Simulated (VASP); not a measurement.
# Si2B2C (P-6m2) in VASP: relaxation of cell and atoms with PBE

Aim: the relaxation of cell and atoms of Si2B2C with PBE.

Everything below comes from runs of VASP 6.6.1. Logs are shortened: lines on timing, memory, paths and dates and some standing lists are left out, and cuts for length are marked.

### Step 1. The cell of the first run

It takes space group P-6m2 (No. 187, hexagonal). The conventional cell has a = 3.201 Å, b = 3.201 Å, c = 6.577 Å, α = 90.00°, β = 90.00°, γ = 120.00°. Within 2.7 Å of Si (site symmetry -6m2) lie 6 B at 2.03 Å. Within 2.5 Å of Si (site symmetry -6m2) lie 3 C at 1.85 Å. B (site symmetry 3m) has 1 B at 1.69 Å and 3 Si at 2.03 Å within 2.3 Å. C (site symmetry -6m2) has 3 Si at 1.85 Å within 2.5 Å.

The cell was built from a structure type or drawn by symmetry, and may not be a known phase.

### Step 2. Relaxation of cell and atoms, PBE

File INCAR:

```
PREC = Accurate
ENCUT = 600
EDIFF = 1E-7
ISMEAR = 0
SIGMA = 0.1
LREAL = F
LASPH = T
NELM = 60
ALGO = Normal
ISIF = 3
LWAVE = F
LCHARG = F
GGA = PE
IBRION = 2
NSW = 100
EDIFFG = -0.01
```

File KPOINTS:

```
Automatic mesh
0
Gamma
  12 12 6
```

File POSCAR:

```
Si2B2C
1.0
    3.2008401416      0.0000000000      0.0000000000
   -1.6004200708      2.7720088761      0.0000000000
    0.0000000000      0.0000000000      6.5772496097
Si B C
2 2 1
Direct
    0.0000000000      0.0000000000      0.5000000000
    0.0000000000      0.0000000000      0.0000000000
    0.6666666667      0.3333333333      0.3712477244
    0.6666666667      0.3333333333      0.6287522756
    0.3333333333      0.6666666667      0.0000000000
```

Potentials or basis: VASP PAW PBE potentials, release 64 (Si, B, C).

Run with:

```bash
cat potpaw_PBE.64/Si/POTCAR potpaw_PBE.64/B/POTCAR potpaw_PBE.64/C/POTCAR > POTCAR
mpirun -np 1 vasp_std > vasp.out
```

OUTCAR:

```text
PREC = Accurate
   ENCUT = 600
   EDIFF = 1E-7
   ISMEAR = 0
   LREAL = F
   LASPH = T
   NELM = 60
   ISIF = 3
   GGA = PE
   IBRION = 2
   NSW = 100
   EDIFFG = -0.01

 ion  position               nearest neighbor table
   1  0.000  0.000  0.500-   3 2.03   4 2.03   3 2.03   4 2.03   3 2.03   4 2.03
   2  0.000  0.000  0.000-   5 1.85   5 1.85   5 1.85
   3  0.667  0.333  0.371-   4 1.69   1 2.03   1 2.03   1 2.03
   4  0.667  0.333  0.629-   3 1.69   1 2.03   1 2.03   1 2.03
   5  0.333  0.667  0.000-   2 1.85   2 1.85   2 1.85

  LATTYP: Found a hexagonal cell.
 ALAT       =     3.2008401416
 C/A-ratio  =     2.0548510137

  Lattice vectors:

 A1 = (   3.2008401416,   0.0000000000,   0.0000000000)
 A2 = (  -1.6004200708,   2.7720088761,   0.0000000000)
 A3 = (   0.0000000000,   0.0000000000,   6.5772496097)

Analysis of symmetry for initial positions (statically):
=====================================================================
 Subroutine PRICEL returns:
 Original cell was already a primitive cell.

 Routine SETGRP: Setting up the symmetry group for a
 hexagonal supercell.

 Subroutine GETGRP returns: Found 12 space group operations
 (whereof 12 operations were pure point group operations)
 out of a pool of 24 trial point group operations.

The static configuration has the point symmetry D_3h.

Analysis of symmetry for dynamics (positions and initial velocities):
=====================================================================
 Subroutine PRICEL returns:
 Original cell was already a primitive cell.

 Routine SETGRP: Setting up the symmetry group for a
 hexagonal supercell.

 Subroutine GETGRP returns: Found 12 space group operations
 (whereof 12 operations were pure point group operations)
 out of a pool of 24 trial point group operations.

The dynamic configuration has the point symmetry D_3h.

 Subroutine INISYM returns: Found 12 space group operations
 (whereof 12 operations are pure point group operations),
 and found     1 'primitive' translations

----------------------------------------------------------------------------------------

                                     Primitive cell

  volume of cell :      58.3583

  direct lattice vectors                    reciprocal lattice vectors
     3.200840142  0.000000000  0.000000000     0.312417976  0.180374603  0.000000000
    -1.600420071  2.772008876  0.000000000     0.000000000  0.360749206  0.000000000
     0.000000000  0.000000000  6.577249610     0.000000000  0.000000000  0.152039235

  length of vectors
     3.200840142  3.200840142  6.577249610     0.360749206  0.360749206  0.152039235

  position of ions in fractional coordinates (direct lattice)
     0.000000000  0.000000000  0.500000000
     0.000000000  0.000000000  0.000000000
     0.666666667  0.333333333  0.371247724
     0.666666667  0.333333333  0.628752276
     0.333333333  0.666666667  0.000000000

  ion indices of the primitive-cell ions
   primitive index   ion index
                 1           1
                 2           2
                 3           3
                 4           4
                 5           5

----------------------------------------------------------------------------------------

 KPOINTS: Automatic mesh

Automatic generation of k-mesh.
 Grid dimensions read from file:
 generate k-points for:   12   12    6

 Generating k-lattice:

  Cartesian coordinates                     Fractional coordinates (reciprocal lattice)
     0.026034831  0.015031217  0.000000000     0.083333333  0.000000000  0.000000000
     0.000000000  0.030062434  0.000000000     0.000000000  0.083333333  0.000000000
     0.000000000  0.000000000  0.025339873     0.000000000  0.000000000  0.166666667

  Length of vectors
     0.030062434  0.030062434  0.025339873

  Shift w.r.t. Gamma in fractional coordinates (k-lattice)
     0.000000000  0.000000000  0.000000000

 Subroutine IBZKPT returns following result:
 ===========================================

 Found     76 irreducible k-points:

 Following reciprocal coordinates:
            Coordinates               Weight
  0.000000  0.000000  0.000000      1.000000
  0.083333  0.000000  0.000000      6.000000
  0.166667  0.000000  0.000000      6.000000
  0.250000  0.000000  0.000000      6.000000
  0.333333  0.000000  0.000000      6.000000
  0.416667  0.000000  0.000000      6.000000
[... 16 lines left out ...]
  0.250000  0.000000  0.166667     12.000000
  0.333333  0.000000  0.166667     12.000000
 [... further k-points ...]
   k-points           NKPTS =     76   k-points in BZ     NKDIM =     76   number of bands    NBANDS=     13
   number of dos      NEDOS =    301   number of ions     NIONS =      5
   total plane-waves  NPLWV =  42336
   dimension x,y,z NGX =    28 NGY =   28 NGZ =   54
   dimension x,y,z NGXF=    56 NGYF=   56 NGZF=  108
   ions per type =               2   2   1
   NGX,Y,Z   is equivalent  to a cutoff of  14.54, 14.54, 13.65 a.u.
   NGXF,Y,Z  is equivalent  to a cutoff of  29.09, 29.09, 27.30 a.u.
 SYSTEM =  unknown system
   PREC   = accura    normal or accurate (medium, high low for compatibility)
   ISTART =      0    job   : 0-new  1-cont  2-samecut
   ICHARG =      2    charge: 1-file 2-atom 10-const
   ISPIN  =      1    spin polarized calculation?
   LNONCOLLINEAR =      F non collinear calculations
   LSORBIT =      F    spin-orbit coupling
   LASPH  =      T    aspherical Exc in radial PAW
   ENCUT  =  600.0 eV  44.10 Ry    6.64 a.u.   6.39  6.39 13.14*2*pi/ulx,y,z
   NELM   =     60;   NELMIN=  2; NELMDL= -5     # of ELM steps
   EDIFF  = 0.1E-06   stopping-criterion for ELM
   LREAL  =      F    real-space projection
   EDIFFG = -.1E-01   stopping-criterion for IOM
   NSW    =    100    number of steps for IOM
   IBRION =      2    ionic relax: 0-MD 1-quasi-New 2-CG
   NFREE  =      1    steps in history (QN), initial steepest desc. (CG)
   ISIF   =      3    stress and relaxation
   ISYM   =      2    0-nonsym 1-usesym 2-fastsym
   POTIM  = 0.5000    time-step for ionic-motion
   TEBEG  =    0.0;   TEEND  =   0.0 temperature during run
   PSTRESS=    0.0 pullay stress
   NELECT =      18.0000    total number of electrons
   NUPDOWN=      -1.0000    fix difference up-down
   EMIN   =  10.00;   EMAX   =-10.00  energy-range for DOS
   EFERMI =   0.00;   METHOD = LEGACY
   ISMEAR =     0;   SIGMA  =   0.10  broadening in eV -4-tet -1-fermi 0-gaus
   EFERMI_NEDOS =   21; number of points for ismear=-14 and -15
   IALGO  =     38    algorithm
   IMIX   =      4    mixing-type and parameters
     AMIX     =   0.40;   BMIX     =  1.00
     AMIX_MAG =   1.60;   BMIX_MAG =  1.00
  volume/ion in A,a.u.               =      11.67        78.76
  Fermi-wavevector in a.u.,A,eV,Ry     =   1.106109  2.090243 16.646424  1.223478
  Thomas-Fermi vector in A             =   2.242606
   LORBIT       =      0    0 simple, 1 ext, 2 COOP (PROOUT), +10 PAW based schemes
   GGA     = PE    functional components
   LHFCALC =     F    Hartree Fock is set to
   AEXX    =    0.0000 exact exchange contribution
   IVDW    =     0    specifies the selected vdW correction
   LEPSILON=     F    determine dielectric tensor
   LRPA    =     F    only Hartree local field effects (RPA)
 conjugate gradient relaxation of ions
 non-spin polarized calculation
 Gauss-broadening in eV      SIGMA  =   0.10
  energy-cutoff  :      600.00
  volume of cell :       58.36
 maximum number of plane-waves:      1965
 NGX is ok and might be reduce to    28
   NGX = 13   NGY = 13   NGZ = 27

--------------------------------------- Ionic step        1  -------------------------------------------

 number of electron      18.0000000 magnetization

 Free energy of the ion-electron system (eV)
  ---------------------------------------------------
  ext. energy  EPLUGINS =         0.00000000
  ---------------------------------------------------
  free energy    TOTEN  =       -28.96323398 eV

  energy without entropy =      -28.95619396  energy(sigma->0) =      -28.95971397

------------------------ aborting loop because EDIFF is reached ----------------------------------------

  FORCE on cell =-STRESS in cart. coord.  units (eV):
  Direction    XX          YY          ZZ          XY          YZ          ZX
  --------------------------------------------------------------------------------------
  -------------------------------------------------------------------------------------
  Total        0.0201253      0.0201253      0.3080452      0.0000000      0.0000000      0.0000000
  in kB        0.5525212      0.5525212      8.4571124      0.0000000      0.0000000      0.0000000
  external PRESSURE =       3.1873850 kB  Pullay stress =       0.0000000 kB
[... 258 lines left out ...]
  energy  without entropy=      -28.9614067986  energy(sigma->0) =      -28.96420830

--------------------------------------- Ionic step        8  -------------------------------------------

 number of electron      18.0000000 magnetization

 Free energy of the ion-electron system (eV)
  ---------------------------------------------------
  ext. energy  EPLUGINS =         0.00000000
  ---------------------------------------------------
  free energy    TOTEN  =       -28.96701499 eV

  energy without entropy =      -28.96140586  energy(sigma->0) =      -28.96421043

 E-fermi :   6.3644     XC(G=0): -10.5694

 val. band max:        6.3326850976   @ k =   0.3333   0.1667   0.5000
 cond. band min:       6.3808125551   @ k =   0.4167   0.0833   0.0000
 fundamental gap:      0.0481274576
 Fermi energy:         6.3644028491

 k-point     1 :       0.0000    0.0000    0.0000
  band No.  band energies     occupation
      1      -8.4293      2.00000
      2      -7.4836      2.00000
      3      -1.5754      2.00000
      4       4.0014      2.00000
      5       4.0014      2.00000
      6       4.0342      2.00000
      7       4.1572      2.00000
      8       4.7670      2.00000
      9       4.7670      2.00000
     10      10.2609      0.00000
     11      10.7952      0.00000
     12      10.7952      0.00000
     13      11.5992      0.00000
[... 353 lines left out ...]
 k-point    24 :       0.3333    0.0000    0.1667
  band No.  band energies     occupation
      1      -6.6677      2.00000
      2      -5.9721      2.00000
      3      -0.9405      2.00000
      4      -0.3893      2.00000
      5       0.4957      2.00000
      6       2.7107      2.00000
      7       3.3747      2.00000
      8       4.3776      2.00000
      9       5.6266      2.00000
     10       6.6439      0.00008
     11       8.6949      0.00000
     12       9.4154      0.00000
     13       9.8015      0.00000

 [... further k-points ...]
[... 5 lines left out ...]
  --------------------------------------------------------------------------------------
  -------------------------------------------------------------------------------------
  Total       -0.0403884     -0.0403884     -0.0076931      0.0000000      0.0000000      0.0000000
  in kB       -1.0889352     -1.0889352     -0.2074181      0.0000000      0.0000000      0.0000000
  external PRESSURE =      -0.7950962 kB  Pullay stress =       0.0000000 kB
[... 20 lines left out ...]
  FREE ENERGIE OF THE ION-ELECTRON SYSTEM (eV)
  ---------------------------------------------------
  free  energy   TOTEN  =       -28.9670149935 eV

  energy  without entropy=      -28.9614058624  energy(sigma->0) =      -28.96421043

 reached required accuracy - stopping structural energy minimisation
```

Run time: 7.4 min. Hardware: 1 thread of Intel Xeon 8259CL, shared host; peak memory 0.24 GiB.

What came out:

| Item | Value |
| --- | --- |
| Free energy | -28.9670 eV |
| Relaxed volume | 11.88 Å³/atom |
| Relaxed cell | a = 3.199 Å, b = 3.199 Å, c = 6.703 Å, α = 90.00°, β = 90.00°, γ = 120.00° |
| Space group after relaxing (to 0.1 Å) | P-6m2 (No. 187) |
| Energy gained by relaxing | 0.8 meV/atom |
| Ionic steps | 8 |
| Pressure after relaxing | -0.1 GPa |
| Largest force after relaxing | 0.004 eV/Å |
| Band gap on the k mesh | zero (bands 9 and 10 overlap by 2.20 eV) |

Forces in eV/Å, atoms in the order of the input:
```
Si   0.000  0.000  0.000
Si   0.000  0.000  0.000
B    0.000  0.000  0.004
B    0.000  0.000 -0.004
C    0.000  0.000  0.000
```

The path:
```csv
step,energy change (eV),largest force (eV/Å),pressure (GPa),volume (Å³)
1,0.0000,0.0475,0.32,58.36
2,-0.0010,0.0523,0.13,58.55
3,-0.0029,0.0630,-0.40,59.14
4,-0.0035,0.0134,0.06,59.12
5,-0.0035,0.0043,0.22,59.11
6,-0.0037,0.0026,0.18,59.18
7,-0.0038,0.0009,0.10,59.37
8,-0.0038,0.0042,-0.08,59.42
```

Final structure:
```
Si B C
1.0
     3.19945    0.00000    0.00000
    -1.59972    2.77080    0.00000
     0.00000    0.00000    6.70324
Si B C
2 2 1
Direct
  0.00000 0.00000 0.50000
  0.00000 0.00000 0.00000
  0.66667 0.33333 0.37378
  0.66667 0.33333 0.62622
  0.33333 0.66667 0.00000
```

Levels at points of the mesh, in eV from the Fermi level:
```csv
k point,band 5,band 6,band 7,band 8,band 9,band 10,band 11,band 12,band 13
"(0.00, 0.00, 0.00)",-2.36,-2.33,-2.21,-1.60,-1.60,3.90,4.43,4.43,5.23
"(0.50, 0.00, 0.00)",-4.27,-4.01,-3.53,-3.27,-0.19,0.07,1.69,2.66,2.96
"(0.00, 0.00, 0.50)",-2.36,-2.36,-1.59,-1.59,0.66,3.31,4.16,4.16,5.20
"(0.50, 0.00, 0.50)",-3.84,-3.50,-3.30,-2.39,-1.99,-1.15,2.47,2.58,2.88
```
